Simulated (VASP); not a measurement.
# HgPt (P4/mmm) in VASP: notebook, part 2 of 2

VASP 6.6.1.

### 3 Single point, LDA (15.49 Å³/atom)

This run uses another cell than the first one, of 15.49 Å³/atom.

File INCAR:

```
PREC = Accurate
ENCUT = 500
EDIFF = 1E-6
ISMEAR = -1
SIGMA = 0.05
LREAL = F
LASPH = T
NELM = 120
ALGO = Normal
ISIF = 2
LWAVE = F
LCHARG = T
LELF = T
LVHAR = T
NBANDS = 18
GGA_COMPAT = F
```

File KPOINTS:

```
regular mesh
0
Gamma
  12 12 9
```

File POSCAR:

```
HgPt
1.0
    2.8642180253      0.0000000000      0.0000000000
    0.0000000000      2.8642180253      0.0000000000
    0.0000000000      0.0000000000      3.7773836587
Hg Pt
1 1
Direct
    0.0000000000      0.0000000000      0.0000000000
    0.5000000000      0.5000000000      0.5000000000
```

Potentials or basis: VASP PAW LDA potentials, release 64 (Hg, Pt).

Started as:

```
cat potpaw_LDA.64/Hg/POTCAR potpaw_LDA.64/Pt/POTCAR > POTCAR
mpirun -np 1 vasp_std > vasp.out
```

OUTCAR:

```text
PREC = Accurate
   ENCUT = 500
   EDIFF = 1E-6
   ISMEAR = -1
   LREAL = F
   LASPH = T
   NELM = 120
   ISIF = 2

 ion  position               nearest neighbor table
   1  0.000  0.000  0.000-   2 2.77   2 2.77   2 2.77   2 2.77   2 2.77   2 2.77   2 2.77   2 2.77

   2  0.500  0.500  0.500-   1 2.77   1 2.77   1 2.77   1 2.77   1 2.77   1 2.77   1 2.77   1 2.77

  LATTYP: Found a simple tetragonal cell.
 ALAT       =     2.8642180253
 C/A-ratio  =     1.3188184787

  Lattice vectors:

 A1 = (   2.8642180253,   0.0000000000,   0.0000000000)
 A2 = (   0.0000000000,   2.8642180253,   0.0000000000)
 A3 = (   0.0000000000,   0.0000000000,   3.7773836587)

Analysis of symmetry for initial positions (statically):
=====================================================================
 Subroutine PRICEL returns:
 Original cell was already a primitive cell.

 Routine SETGRP: Setting up the symmetry group for a
 simple tetragonal supercell.

 Subroutine GETGRP returns: Found 16 space group operations
 (whereof 16 operations were pure point group operations)
 out of a pool of 16 trial point group operations.

The static configuration has the point symmetry D_4h.

Analysis of symmetry for dynamics (positions and initial velocities):
=====================================================================
 Subroutine PRICEL returns:
 Original cell was already a primitive cell.

 Routine SETGRP: Setting up the symmetry group for a
 simple tetragonal supercell.

 Subroutine GETGRP returns: Found 16 space group operations
 (whereof 16 operations were pure point group operations)
 out of a pool of 16 trial point group operations.

The dynamic configuration has the point symmetry D_4h.

 Subroutine INISYM returns: Found 16 space group operations
 (whereof 16 operations are pure point group operations),
 and found     1 'primitive' translations

----------------------------------------------------------------------------------------

                                     Primitive cell

  volume of cell :      30.9887

  direct lattice vectors                    reciprocal lattice vectors
     2.864218025  0.000000000  0.000000000     0.349135433  0.000000000  0.000000000
     0.000000000  2.864218025  0.000000000     0.000000000  0.349135433  0.000000000
     0.000000000  0.000000000  3.777383659     0.000000000  0.000000000  0.264733501

  length of vectors
     2.864218025  2.864218025  3.777383659     0.349135433  0.349135433  0.264733501

  position of ions in fractional coordinates (direct lattice)
     0.000000000  0.000000000  0.000000000
     0.500000000  0.500000000  0.500000000

  ion indices of the primitive-cell ions
   primitive index   ion index
                 1           1
                 2           2

----------------------------------------------------------------------------------------

 KPOINTS: regular mesh

Automatic generation of k-mesh.
 Grid dimensions read from file:
 generate k-points for:   12   12    9

 Generating k-lattice:

  Cartesian coordinates                     Fractional coordinates (reciprocal lattice)
     0.029094619  0.000000000  0.000000000     0.083333333  0.000000000  0.000000000
     0.000000000  0.029094619  0.000000000     0.000000000  0.083333333  0.000000000
     0.000000000  0.000000000  0.029414833     0.000000000  0.000000000  0.111111111

  Length of vectors
     0.029094619  0.029094619  0.029414833

  Shift w.r.t. Gamma in fractional coordinates (k-lattice)
     0.000000000  0.000000000  0.000000000

 Subroutine IBZKPT returns following result:
 ===========================================

 Found    140 irreducible k-points:

 Following reciprocal coordinates:
            Coordinates               Weight
  0.000000  0.000000  0.000000      1.000000
  0.083333  0.000000  0.000000      4.000000
  0.166667  0.000000  0.000000      4.000000
  0.250000  0.000000  0.000000      4.000000
  0.333333  0.000000  0.000000      4.000000
  0.416667  0.000000  0.000000      4.000000
[... 16 lines left out ...]
  0.333333  0.333333  0.000000      4.000000
  0.416667  0.333333  0.000000      8.000000
 [... further k-points ...]
   k-points           NKPTS =    140   k-points in BZ     NKDIM =    140   number of bands    NBANDS=     18
   number of dos      NEDOS =    301   number of ions     NIONS =      2
   total plane-waves  NPLWV =  16128
   dimension x,y,z NGX =    24 NGY =   24 NGZ =   28
   dimension x,y,z NGXF=    48 NGYF=   48 NGZF=   56
   ions per type =               1   1
   NGX,Y,Z   is equivalent  to a cutoff of  13.93, 13.93, 12.32 a.u.
   NGXF,Y,Z  is equivalent  to a cutoff of  27.86, 27.86, 24.65 a.u.
 SYSTEM =  unknown system
   PREC   = accura    normal or accurate (medium, high low for compatibility)
   ISTART =      0    job   : 0-new  1-cont  2-samecut
   ICHARG =      2    charge: 1-file 2-atom 10-const
   ISPIN  =      1    spin polarized calculation?
   LNONCOLLINEAR =      F non collinear calculations
   LSORBIT =      F    spin-orbit coupling
   LASPH  =      T    aspherical Exc in radial PAW
   ENCUT  =  500.0 eV  36.75 Ry    6.06 a.u.   5.22  5.22  6.89*2*pi/ulx,y,z
   NELM   =    120;   NELMIN=  2; NELMDL= -5     # of ELM steps
   EDIFF  = 0.1E-05   stopping-criterion for ELM
   LREAL  =      F    real-space projection
   EDIFFG = 0.1E-04   stopping-criterion for IOM
   NSW    =      0    number of steps for IOM
   IBRION =     -1    ionic relax: 0-MD 1-quasi-New 2-CG
   NFREE  =      0    steps in history (QN), initial steepest desc. (CG)
   ISIF   =      2    stress and relaxation
   ISYM   =      2    0-nonsym 1-usesym 2-fastsym
   POTIM  = 0.5000    time-step for ionic-motion
   TEBEG  =    0.0;   TEEND  =   0.0 temperature during run
   PSTRESS=    0.0 pullay stress
   NELECT =      22.0000    total number of electrons
   NUPDOWN=      -1.0000    fix difference up-down
   EMIN   =  10.00;   EMAX   =-10.00  energy-range for DOS
   EFERMI =   0.00;   METHOD = LEGACY
   ISMEAR =    -1;   SIGMA  =   0.05  broadening in eV -4-tet -1-fermi 0-gaus
   EFERMI_NEDOS =   21; number of points for ismear=-14 and -15
   IALGO  =     38    algorithm
   IMIX   =      4    mixing-type and parameters
     AMIX     =   0.40;   BMIX     =  1.00
     AMIX_MAG =   1.60;   BMIX_MAG =  1.00
  volume/ion in A,a.u.               =      15.49       104.56
  Fermi-wavevector in a.u.,A,eV,Ry     =   1.460432  2.759816 29.019340  2.132861
  Thomas-Fermi vector in A             =   2.576882
   LORBIT       =      0    0 simple, 1 ext, 2 COOP (PROOUT), +10 PAW based schemes
   GGA     = CA    functional components
   LHFCALC =     F    Hartree Fock is set to
   AEXX    =    0.0000 exact exchange contribution
   IVDW    =     0    specifies the selected vdW correction
   LEPSILON=     F    determine dielectric tensor
   LRPA    =     F    only Hartree local field effects (RPA)
 non-spin polarized calculation
  energy-cutoff  :      500.00
  volume of cell :       30.99
 maximum number of plane-waves:       804
 NGX is ok and might be reduce to    24
   NGX = 11   NGY = 11   NGZ = 13

 number of electron      22.0000003 magnetization

 Free energy of the ion-electron system (eV)
  ---------------------------------------------------
  ext. energy  EPLUGINS =         0.00000000
  ---------------------------------------------------
  free energy    TOTEN  =        -8.35692351 eV

  energy without entropy =       -8.35282306  energy(sigma->0) =       -8.35487329

 E-fermi :   8.6788     XC(G=0): -13.5298

 val. band max:        8.6428017621   @ k =   0.4167   0.1667   0.4444
 cond. band min:       8.7557412255   @ k =   0.4167   0.2500   0.3333
 fundamental gap:      0.1129394633
 Fermi energy:         8.6787654655

 k-point     1 :       0.0000    0.0000    0.0000
  band No.  band energies     occupation
      1      -3.0034      2.00000
      2      -0.9310      2.00000
      3      -0.7438      2.00000
      4       1.1583      2.00000
      5       1.1583      2.00000
      6       2.0122      2.00000
[... 10 lines left out ...]
     17      25.6949      0.00000
     18      27.1112      0.00000
[... 463 lines left out ...]
 k-point    24 :       0.4167    0.3333    0.0000
  band No.  band energies     occupation
      1      -0.8263      2.00000
      2      -0.2578      2.00000
      3      -0.0535      2.00000
      4       0.0715      2.00000
      5       1.9064      2.00000
      6       3.9152      2.00000
[... 10 lines left out ...]
     17      20.5114      0.00000
     18      20.7492      0.00000

 [... further k-points ...]

------------------------ aborting loop because EDIFF is reached ----------------------------------------

  FORCE on cell =-STRESS in cart. coord.  units (eV):
  Direction    XX          YY          ZZ          XY          YZ          ZX
  --------------------------------------------------------------------------------------
  -------------------------------------------------------------------------------------
  Total        4.2198854      4.2198854      4.1872718      0.0000000     -0.0000000      0.0000000
  in kB      218.1765121    218.1765121    216.4903247      0.0000000     -0.0000000      0.0000000
  external PRESSURE =     217.6144497 kB  Pullay stress =       0.0000000 kB

 VOLUME and BASIS-vectors are now :
 -----------------------------------------------------------------------------
  energy-cutoff  :      500.00
  volume of cell :       30.99
      direct lattice vectors                 reciprocal lattice vectors
     2.864218025  0.000000000  0.000000000     0.349135433  0.000000000  0.000000000
     0.000000000  2.864218025  0.000000000     0.000000000  0.349135433  0.000000000
     0.000000000  0.000000000  3.777383659     0.000000000  0.000000000  0.264733501

 POSITION                                       TOTAL-FORCE (eV/Angst)
 -----------------------------------------------------------------------------------
      0.00000      0.00000      0.00000         0.000000      0.000000      0.000000
      1.43211      1.43211      1.88869         0.000000      0.000000      0.000000
 -----------------------------------------------------------------------------------
    total drift:                                0.000000      0.000000     -0.000000

  FREE ENERGIE OF THE ION-ELECTRON SYSTEM (eV)
  ---------------------------------------------------
  free  energy   TOTEN  =        -8.3569235128 eV

  energy  without entropy=       -8.3528230641  energy(sigma->0) =       -8.35487329
```

OSZICAR:

```text
N       E                     dE             d eps       ncg     rms          rms(c)
DAV:   1     0.148650858925E+03    0.14865E+03   -0.11812E+04  5192   0.120E+03
DAV:   2    -0.557235924354E+01   -0.15422E+03   -0.14670E+03  5282   0.299E+02
DAV:   3    -0.874823928332E+01   -0.31759E+01   -0.31605E+01  5860   0.470E+01
DAV:   4    -0.876067389512E+01   -0.12435E-01   -0.12432E-01  5626   0.273E+00
DAV:   5    -0.876078345068E+01   -0.10956E-03   -0.10955E-03  5534   0.285E-01    0.183E+01
DAV:   6    -0.842737777599E+01    0.33341E+00   -0.43096E-01  5920   0.108E+01    0.120E+01
DAV:   7    -0.836570603692E+01    0.61672E-01   -0.25064E-01  5484   0.425E+00    0.181E+00
DAV:   8    -0.835762156234E+01    0.80845E-02   -0.34415E-02  5356   0.159E+00    0.642E-01
DAV:   9    -0.835694982421E+01    0.67174E-03   -0.27120E-03  5510   0.798E-01    0.143E-01
DAV:  10    -0.835692752175E+01    0.22302E-04   -0.14562E-04  5516   0.960E-02    0.557E-02
DAV:  11    -0.835692356685E+01    0.39549E-05   -0.10567E-05  5580   0.342E-02    0.745E-03
DAV:  12    -0.835692351281E+01    0.54034E-07   -0.93996E-07  2844   0.116E-02
   1 F= -.83569235E+01 E0= -.83548733E+01  d E =-.410045E-02
```

Wall time 33 s (1 thread of AMD EPYC 9R45 (Zen 5), shared host); peak memory 0.16 GiB.

Results:

| Item | Value |
| --- | --- |
| Free energy | -8.3569 eV |
| Pressure | 21.8 GPa |
| Band gap on the k mesh | zero (bands 11 and 12 overlap by 4.07 eV) |

Caveat: the cell stands under pressure; spin-orbit coupling is left out, which moves the levels of the heavy elements.

### 4 Single point, LDA (16.41 Å³/atom)

This run uses another cell than the first one, of 16.41 Å³/atom.

File INCAR:

```
SYSTEM = HgPt
  PREC = Accurate
  ENCUT = 500
  EDIFF = 1E-6
  ISMEAR = -1
  SIGMA = 0.05
  LREAL = .False.
  LASPH = .True.
  NELM = 120
  ALGO = Normal
  ISIF = 2
  LWAVE = .False.
  LCHARG = .False.
  GGA = CA
  NBANDS = 18
  GGA_COMPAT = .False.
```

File KPOINTS:

```
regular mesh
0
Gamma
  12 12 9
  0 0 0
```

File POSCAR:

```
HgPt
1.0
    2.9193125982      0.0000000000      0.0000000000
    0.0000000000      2.9193125982      0.0000000000
    0.0000000000      0.0000000000      3.8500433994
Hg Pt
1 1
Direct
    0.0000000000      0.0000000000      0.0000000000
    0.5000000000      0.5000000000      0.5000000000
```

Started as:

```
cat potpaw_LDA.64/Hg/POTCAR potpaw_LDA.64/Pt/POTCAR > POTCAR
mpirun -np 1 vasp_std > vasp.out
```

Wall time 33 s (1 thread of AMD EPYC 9R45 (Zen 5), shared host); peak memory 0.16 GiB.

Results (log left out):

- Free energy: -8.5139 eV
- Pressure: 6.4 GPa
- Band gap on the k mesh: zero (bands 11 and 12 overlap by 3.73 eV)

Stress tensor (GPa, compression positive):
```
6.55 0.00 0.00
0.00 6.55 0.00
0.00 0.00 6.15
```

Levels at points of the mesh, in eV from the Fermi level:
```tsv
k point	band 8	band 9	band 10	band 11	band 12	band 13	band 14	band 15
(0.00, 0.00, 0.00)	-3.18	-1.18	-1.18	-0.85	1.18	6.69	8.73	8.73
(0.50, 0.00, 0.00)	-4.08	-3.42	-2.46	-1.76	0.98	8.67	9.79	10.26
(0.50, 0.50, 0.00)	-1.58	-1.43	-0.16	-0.16	0.09	4.37	5.75	9.27
```

Caveat: the cell stands under pressure; spin-orbit coupling is left out, which moves the levels of the heavy elements.

### 5 Single point, LDA

This run uses another cell than the first one, of 18.23 Å³/atom.

File INCAR:

```
  PREC = Accurate
  ENCUT = 500
  EDIFF = 1E-6
  ISMEAR = -1
  SIGMA = 0.05
  LREAL = F
  LASPH = T
  NELM = 120
  ALGO = Normal
  ISIF = 2
  LWAVE = F
  LCHARG = T
  GGA = CA
  LELF = T
  LVHAR = T
  NBANDS = 18
  GGA_COMPAT = F
```

File KPOINTS:

```
regular mesh
0
Gamma
  12 12 9
```

File POSCAR:

```
HgPt
1.0
    3.0236610000      0.0000000000      0.0000000000
    0.0000000000      3.0236610000      0.0000000000
    0.0000000000      0.0000000000      3.9876600000
Hg Pt
1 1
Direct
    0.0000000000      0.0000000000      0.0000000000
    0.5000000000      0.5000000000      0.5000000000
```

Started as:

```
cat potpaw_LDA.64/Hg/POTCAR potpaw_LDA.64/Pt/POTCAR > POTCAR
mpirun -np 1 vasp_std > vasp.out
```

Run time: 42 s. Hardware: 1 thread of AMD EPYC 9R45 (Zen 5), shared host; peak memory 0.17 GiB.

Results (log left out):

- Free energy: -8.4311 eV
- Pressure: -11.8 GPa
- Band gap on the k mesh: zero (bands 11 and 12 overlap by 3.30 eV)

Stress tensor (GPa, compression positive):
```
-11.58   0.00   0.00
  0.00 -11.58   0.00
  0.00   0.00 -12.15
```

Levels at points of the mesh, in eV from the Fermi level:
```tsv
k point	band 7	band 8	band 9	band 10	band 11	band 12	band 13	band 14	band 15	band 16
(0.00, 0.00, 0.00)	-3.59	-2.83	-1.07	-1.07	-0.74	1.42	5.74	8.45	8.45	14.66
(0.50, 0.00, 0.00)	-3.63	-3.41	-3.34	-2.05	-1.48	0.83	8.11	9.05	9.52	10.01
(0.50, 0.50, 0.00)	-1.50	-1.50	-1.32	0.05	0.20	0.20	3.59	4.99	8.94	9.83
```

Caveat: the cell stands under tension; spin-orbit coupling is left out, which moves the levels of the heavy elements.

### 6 The runs side by side

```tsv
cell	gap on the mesh (eV)	pressure (GPa)
a = 2.685, b = 2.685, c = 3.541 Å, 2 atoms	none	119.5
a = 2.864, b = 2.864, c = 3.777 Å, 2 atoms	none	21.8
a = 2.919, b = 2.919, c = 3.850 Å, 2 atoms	none	6.4
a = 3.024, b = 3.024, c = 3.988 Å, 2 atoms	none	-11.8
```

Alike in all rows: task single point; level LDA; potentials or basis VASP PAW LDA potentials, release 64 (Hg, Pt); no spin polarisation; k mesh 12 × 12 × 9; cutoff (eV) 500; smearing fermi-dirac 0.05 eV.

Caveats: spin-orbit coupling is left out, which moves the levels of the heavy elements; the cell stands under pressure (at least some runs); the cell stands under tension (at least some runs).

Total energies depend on the potentials used, so only differences within one code and one set of settings carry meaning.
